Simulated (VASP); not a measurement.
# KBr (Pm-3m) in VASP: notebook

KBr is run at these levels: PBE; tasks: single point.

Everything below comes from runs of VASP 6.6.1. Logs are shortened: lines on timing, memory, paths and dates and some standing lists are left out, and cuts for length are marked.

## 1. The cell of the first run

It takes space group Pm-3m (No. 221, cubic). Conventional cell: a = 4.079 Å, b = 4.079 Å, c = 4.079 Å, α = 90.00°, β = 90.00°, γ = 90.00°. K (site symmetry m-3m) has 8 Br at 3.53 Å and 6 K at 4.08 Å within 4.6 Å. Br (site symmetry m-3m) has 8 K at 3.53 Å and 6 Br at 4.08 Å within 4.6 Å.

## 2. Single point, PBE (volume changed by +3%)

INCAR

```
PREC = Accurate
ENCUT = 520
EDIFF = 1E-7
ISMEAR = 0
SIGMA = 0.01
LREAL = False
LASPH = True
NELM = 80
ALGO = Normal
ISIF = 2
LWAVE = False
LCHARG = False
GGA = PE
NBANDS = 15
```

KPOINTS

```
regular mesh
0
Gamma
  6 6 6
```

POSCAR

```
KBr
1.0
    4.0791577976      0.0000000000      0.0000000000
    0.0000000000      4.0791577976      0.0000000000
    0.0000000000      0.0000000000      4.0791577976
K Br
1 1
Direct
    0.0000000000      0.0000000000      0.0000000000
    0.5000000000      0.5000000000      0.5000000000
```

Potentials or basis: VASP PAW PBE potentials, release 64 (K_sv, Br).

The run is started by

```console
$ cat potpaw_PBE.64/K_sv/POTCAR potpaw_PBE.64/Br/POTCAR > POTCAR
$ mpirun -np 1 vasp_std > vasp.out
```

OUTCAR:

```text
PREC = Accurate
   ENCUT = 520
   EDIFF = 1E-7
   ISMEAR = 0
   LREAL = False
   LASPH = True
   NELM = 80
   ISIF = 2
   GGA = PE

 ion  position               nearest neighbor table
   1  0.000  0.000  0.000-
   2  0.500  0.500  0.500-

  LATTYP: Found a simple cubic cell.
 ALAT       =     4.0791577976

  Lattice vectors:

 A1 = (   4.0791577976,   0.0000000000,   0.0000000000)
 A2 = (   0.0000000000,   4.0791577976,   0.0000000000)
 A3 = (   0.0000000000,   0.0000000000,   4.0791577976)

Analysis of symmetry for initial positions (statically):
=====================================================================
 Subroutine PRICEL returns:
 Original cell was already a primitive cell.

 Routine SETGRP: Setting up the symmetry group for a
 simple cubic supercell.

 Subroutine GETGRP returns: Found 48 space group operations
 (whereof 48 operations were pure point group operations)
 out of a pool of 48 trial point group operations.

The static configuration has the point symmetry O_h .

Analysis of symmetry for dynamics (positions and initial velocities):
=====================================================================
 Subroutine PRICEL returns:
 Original cell was already a primitive cell.

 Routine SETGRP: Setting up the symmetry group for a
 simple cubic supercell.

 Subroutine GETGRP returns: Found 48 space group operations
 (whereof 48 operations were pure point group operations)
 out of a pool of 48 trial point group operations.

The dynamic configuration has the point symmetry O_h .

 Subroutine INISYM returns: Found 48 space group operations
 (whereof 48 operations are pure point group operations),
 and found     1 'primitive' translations

----------------------------------------------------------------------------------------

                                     Primitive cell

  volume of cell :      67.8753

  direct lattice vectors                    reciprocal lattice vectors
     4.079157798  0.000000000  0.000000000     0.245148643  0.000000000  0.000000000
     0.000000000  4.079157798  0.000000000     0.000000000  0.245148643  0.000000000
     0.000000000  0.000000000  4.079157798     0.000000000  0.000000000  0.245148643

  length of vectors
     4.079157798  4.079157798  4.079157798     0.245148643  0.245148643  0.245148643

  position of ions in fractional coordinates (direct lattice)
     0.000000000  0.000000000  0.000000000
     0.500000000  0.500000000  0.500000000

  ion indices of the primitive-cell ions
   primitive index   ion index
                 1           1
                 2           2

----------------------------------------------------------------------------------------

 KPOINTS: regular mesh

Automatic generation of k-mesh.
 Grid dimensions read from file:
 generate k-points for:    6    6    6

 Generating k-lattice:

  Cartesian coordinates                     Fractional coordinates (reciprocal lattice)
     0.040858107  0.000000000  0.000000000     0.166666667  0.000000000  0.000000000
     0.000000000  0.040858107  0.000000000     0.000000000  0.166666667  0.000000000
     0.000000000  0.000000000  0.040858107     0.000000000  0.000000000  0.166666667

  Length of vectors
     0.040858107  0.040858107  0.040858107

  Shift w.r.t. Gamma in fractional coordinates (k-lattice)
     0.000000000  0.000000000  0.000000000

 Subroutine IBZKPT returns following result:
 ===========================================

 Found     20 irreducible k-points:

 Following reciprocal coordinates:
            Coordinates               Weight
  0.000000  0.000000  0.000000      1.000000
  0.166667  0.000000  0.000000      6.000000
  0.333333  0.000000  0.000000      6.000000
  0.500000  0.000000  0.000000      3.000000
  0.166667  0.166667  0.000000     12.000000
  0.333333  0.166667  0.000000     24.000000
[... 12 lines left out ...]
  0.500000  0.500000  0.333333      6.000000
  0.500000  0.500000  0.500000      1.000000
   k-points           NKPTS =     20   k-points in BZ     NKDIM =     20   number of bands    NBANDS=     15
   number of dos      NEDOS =    301   number of ions     NIONS =      2
   total plane-waves  NPLWV =  27000
   dimension x,y,z NGX =    30 NGY =   30 NGZ =   30
   dimension x,y,z NGXF=    60 NGYF=   60 NGZF=   60
   ions per type =               1   1
   NGX,Y,Z   is equivalent  to a cutoff of  12.23, 12.23, 12.23 a.u.
   NGXF,Y,Z  is equivalent  to a cutoff of  24.45, 24.45, 24.45 a.u.
 SYSTEM =  unknown system
   PREC   = accura    normal or accurate (medium, high low for compatibility)
   ISTART =      0    job   : 0-new  1-cont  2-samecut
   ICHARG =      2    charge: 1-file 2-atom 10-const
   ISPIN  =      1    spin polarized calculation?
   LNONCOLLINEAR =      F non collinear calculations
   LSORBIT =      F    spin-orbit coupling
   LASPH  =      T    aspherical Exc in radial PAW
   ENCUT  =  520.0 eV  38.22 Ry    6.18 a.u.   7.58  7.58  7.58*2*pi/ulx,y,z
   NELM   =     80;   NELMIN=  2; NELMDL= -5     # of ELM steps
   EDIFF  = 0.1E-06   stopping-criterion for ELM
   LREAL  =      F    real-space projection
   EDIFFG = 0.1E-05   stopping-criterion for IOM
   NSW    =      0    number of steps for IOM
   IBRION =     -1    ionic relax: 0-MD 1-quasi-New 2-CG
   NFREE  =      0    steps in history (QN), initial steepest desc. (CG)
   ISIF   =      2    stress and relaxation
   ISYM   =      2    0-nonsym 1-usesym 2-fastsym
   POTIM  = 0.5000    time-step for ionic-motion
   TEBEG  =    0.0;   TEEND  =   0.0 temperature during run
   PSTRESS=    0.0 pullay stress
   NELECT =      16.0000    total number of electrons
   NUPDOWN=      -1.0000    fix difference up-down
   EMIN   =  10.00;   EMAX   =-10.00  energy-range for DOS
   EFERMI =   0.00;   METHOD = LEGACY
   ISMEAR =     0;   SIGMA  =   0.01  broadening in eV -4-tet -1-fermi 0-gaus
   EFERMI_NEDOS =   21; number of points for ismear=-14 and -15
   IALGO  =     38    algorithm
   IMIX   =      4    mixing-type and parameters
     AMIX     =   0.40;   BMIX     =  1.00
     AMIX_MAG =   1.60;   BMIX_MAG =  1.00
  volume/ion in A,a.u.               =      33.94       229.02
  Fermi-wavevector in a.u.,A,eV,Ry     =   1.011295  1.911070 13.914904  1.022717
  Thomas-Fermi vector in A             =   2.144335
   LORBIT       =      0    0 simple, 1 ext, 2 COOP (PROOUT), +10 PAW based schemes
   GGA     = PE    functional components
   LHFCALC =     F    Hartree Fock is set to
   AEXX    =    0.0000 exact exchange contribution
   IVDW    =     0    specifies the selected vdW correction
   LEPSILON=     F    determine dielectric tensor
   LRPA    =     F    only Hartree local field effects (RPA)
 non-spin polarized calculation
 Gauss-broadening in eV      SIGMA  =   0.01
  energy-cutoff  :      520.00
  volume of cell :       67.88
 maximum number of plane-waves:      1856
   NGX = 15   NGY = 15   NGZ = 15

 number of electron      16.0000003 magnetization

 Free energy of the ion-electron system (eV)
  ---------------------------------------------------
  ext. energy  EPLUGINS =         0.00000000
  ---------------------------------------------------
  free energy    TOTEN  =        -6.07610196 eV

  energy without entropy =       -6.07610196  energy(sigma->0) =       -6.07610196

 E-fermi :  -0.8457     XC(G=0):  -7.7155

 val. band max:       -0.8874624500   @ k =   0.5000   0.5000   0.0000
 cond. band min:       2.8983396054   @ k =   0.0000   0.0000   0.0000
 fundamental gap:      3.7858020553
 Fermi energy:        -0.8457076976

 k-point     1 :       0.0000    0.0000    0.0000
  band No.  band energies     occupation
      1     -29.5974      2.00000
      2     -13.6110      2.00000
      3     -13.0237      2.00000
      4     -13.0237      2.00000
      5     -13.0237      2.00000
      6      -1.1388      2.00000
      7      -1.1388      2.00000
      8      -1.1388      2.00000
      9       2.8983      0.00000
     10       4.9959      0.00000
     11       4.9959      0.00000
     12       8.7078      0.00000
     13       8.7078      0.00000
     14       8.7078      0.00000
     15      11.3254      0.00000

 k-point     2 :       0.1667    0.0000    0.0000
  band No.  band energies     occupation
      1     -29.5952      2.00000
      2     -13.6622      2.00000
      3     -13.0194      2.00000
      4     -13.0194      2.00000
      5     -12.9678      2.00000
      6      -1.6548      2.00000
      7      -1.1308      2.00000
      8      -1.1308      2.00000
      9       3.5040      0.00000
     10       5.2019      0.00000
     11       5.5174      0.00000
     12       8.6273      0.00000
     13       8.6273      0.00000
     14       8.8172      0.00000
     15      10.4090      0.00000

 k-point     3 :       0.3333    0.0000    0.0000
  band No.  band energies     occupation
      1     -29.5908      2.00000
      2     -13.7519      2.00000
      3     -13.0108      2.00000
      4     -13.0108      2.00000
      5     -12.8661      2.00000
      6      -2.4309      2.00000
      7      -1.1150      2.00000
      8      -1.1150      2.00000
      9       4.6703      0.00000
     10       5.7729      0.00000
     11       6.4712      0.00000
     12       8.5890      0.00000
     13       8.5890      0.00000
     14       8.8898      0.00000
     15       9.0680      0.00000
[... 271 lines left out ...]
 k-point    19 :       0.5000    0.5000    0.3333
  band No.  band energies     occupation
      1     -29.5742      2.00000
      2     -13.3017      2.00000
      3     -13.1306      2.00000
      4     -13.1306      2.00000
      5     -13.0914      2.00000
      6      -2.2322      2.00000
      7      -2.2322      2.00000
      8      -1.9545      2.00000
      9       5.7148      0.00000
     10       6.5995      0.00000
     11       6.5995      0.00000
     12       7.7244      0.00000
     13       8.5794      0.00000
     14       8.5794      0.00000
     15      10.1134      0.00000

 k-point    20 :       0.5000    0.5000    0.5000
  band No.  band energies     occupation
      1     -29.5722      2.00000
      2     -13.2728      2.00000
      3     -13.1235      2.00000
      4     -13.1235      2.00000
      5     -13.1235      2.00000
      6      -2.2373      2.00000
      7      -2.2373      2.00000
      8      -2.2373      2.00000
      9       6.4593      0.00000
     10       6.4593      0.00000
     11       6.4593      0.00000
     12       8.3874      0.00000
     13       8.3874      0.00000
     14       8.3874      0.00000
     15      10.1349      0.00000

------------------------ aborting loop because EDIFF is reached ----------------------------------------

  FORCE on cell =-STRESS in cart. coord.  units (eV):
  Direction    XX          YY          ZZ          XY          YZ          ZX
  --------------------------------------------------------------------------------------
  -------------------------------------------------------------------------------------
  Total       -0.1723623     -0.1723623     -0.1723623      0.0000000      0.0000000     -0.0000000
  in kB       -4.0685660     -4.0685660     -4.0685660      0.0000000      0.0000000     -0.0000000
  external PRESSURE =      -4.0685660 kB  Pullay stress =       0.0000000 kB

 VOLUME and BASIS-vectors are now :
 -----------------------------------------------------------------------------
  energy-cutoff  :      520.00
  volume of cell :       67.88
      direct lattice vectors                 reciprocal lattice vectors
     4.079157798  0.000000000  0.000000000     0.245148643  0.000000000  0.000000000
     0.000000000  4.079157798  0.000000000     0.000000000  0.245148643  0.000000000
     0.000000000  0.000000000  4.079157798     0.000000000  0.000000000  0.245148643

 POSITION                                       TOTAL-FORCE (eV/Angst)
 -----------------------------------------------------------------------------------
      0.00000      0.00000      0.00000         0.000000      0.000000      0.000000
      2.03958      2.03958      2.03958         0.000000      0.000000      0.000000
 -----------------------------------------------------------------------------------
    total drift:                                0.000000      0.000000     -0.000000

  FREE ENERGIE OF THE ION-ELECTRON SYSTEM (eV)
  ---------------------------------------------------
  free  energy   TOTEN  =        -6.0761019637 eV

  energy  without entropy=       -6.0761019637  energy(sigma->0) =       -6.07610196
```

Run time: 24 s. Hardware: 1 thread of AMD EPYC 7R43 (Zen 3), shared host; peak memory 0.13 GiB.

What came out:

```
Free energy            : -6.0761 eV
Pressure               : -0.4 GPa
Band gap on the k mesh : 3.79 eV, indirect (least direct gap 4.04 eV)
```

 A k mesh can miss the band edges.

## 3. Single point, PBE (volume changed by +6%)

INCAR

```
ALGO = Normal ; EDIFF = 1E-7
ENCUT = 520 ; GGA = PE
ISIF = 2 ; ISMEAR = 0
LASPH = T ; LCHARG = F
LREAL = F ; LWAVE = F
NBANDS = 15 ; NELM = 60
PREC = Accurate ; SIGMA = 0.01
```

KPOINTS

```
k-points
0
Gamma
  6 6 6
```

POSCAR

```
KBr
1.0
    4.1183828750      0.0000000000      0.0000000000
    0.0000000000      4.1183828750      0.0000000000
    0.0000000000      0.0000000000      4.1183828750
K Br
1 1
Direct
    0.0000000000      0.0000000000      0.0000000000
    0.5000000000      0.5000000000      0.5000000000
```

Potentials or basis: VASP PAW PBE potentials, release 64 (K_sv, Br).

The run is started by

```console
$ cat potpaw_PBE.64/K_sv/POTCAR potpaw_PBE.64/Br/POTCAR > POTCAR
$ mpirun -np 1 vasp_std > vasp.out
```

Wall time 25 s (1 thread of AMD EPYC 7R43 (Zen 3), shared host); peak memory 0.14 GiB.

It converged, with:

```yaml
Free_energy: -6.0690 eV
Pressure: -0.8 GPa
Band_gap_on_the_k_mesh: 3.71 eV, indirect (least direct gap 3.95 eV)
```

Levels at points of the mesh, in eV from the valence-band top:
| k point | band 5 | band 6 | band 7 | band 8 | band 9 | band 10 | band 11 | band 12 |
| --- | --- | --- | --- | --- | --- | --- | --- | --- |
| (0.00, 0.00, 0.00) | -12.18 | -0.24 | -0.24 | -0.24 | 3.71 | 5.91 | 5.91 | 9.53 |
| (0.50, 0.00, 0.00) | -11.97 | -1.78 | -0.21 | -0.21 | 6.28 | 7.16 | 7.36 | 8.90 |
| (0.50, 0.50, 0.00) | -12.16 | -1.28 | -1.28 | 0.00 | 5.21 | 6.45 | 8.01 | 8.01 |
| (0.50, 0.50, 0.50) | -12.28 | -1.28 | -1.28 | -1.28 | 7.28 | 7.28 | 7.28 | 9.16 |
